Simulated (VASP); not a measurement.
PIr: single point with PBE

Crystal: PIr.

```
Ir P
1.0
     0.00000    2.48613    2.48613
     2.48613    0.00000    2.48613
     2.48613    2.48613    0.00000
Ir P
1 1
Direct
  0.00000 0.00000 0.00000
  0.25000 0.25000 0.25000
```

* Program: VASP 6.6.1
* Task: single point
* Functional: PBE
* Potentials or basis: VASP PAW PBE potentials, release 64 (Ir, P)
* Cutoff: 520 eV
* k mesh: 12 × 12 × 12
* Occupations: gaussian, width 0.05 eV
* Spin: no spin polarisation

- Pressure: 41.9 GPa
- Band gap on the k mesh: zero (band 7 reaches 13.48 eV, above the bottom of band 8 at 8.37 eV)

Levels at points of the mesh, in eV from the Fermi level:
| k point | band 4 | band 5 | band 6 | band 7 | band 8 | band 9 | band 10 | band 11 |
| --- | --- | --- | --- | --- | --- | --- | --- | --- |
| (0.00, 0.00, 0.00) | -6.96 | -3.66 | -3.66 | 4.15 | 5.63 | 5.63 | 5.63 | 8.32 |
| (0.50, 0.00, 0.00) | -6.43 | -3.13 | -3.13 | -2.60 | 2.55 | 2.55 | 4.97 | 9.95 |
| (0.50, 0.50, 0.00) | -4.68 | -4.12 | -2.50 | -2.39 | -0.77 | -0.77 | 7.49 | 8.21 |

It took 13 s on 1 thread of Intel(R) Xeon(R) 6975P-C (Granite Rapids), on a shared host, peak memory 0.18 GiB.

Caveat: spin-orbit coupling is left out, which moves the levels of the heavy elements.
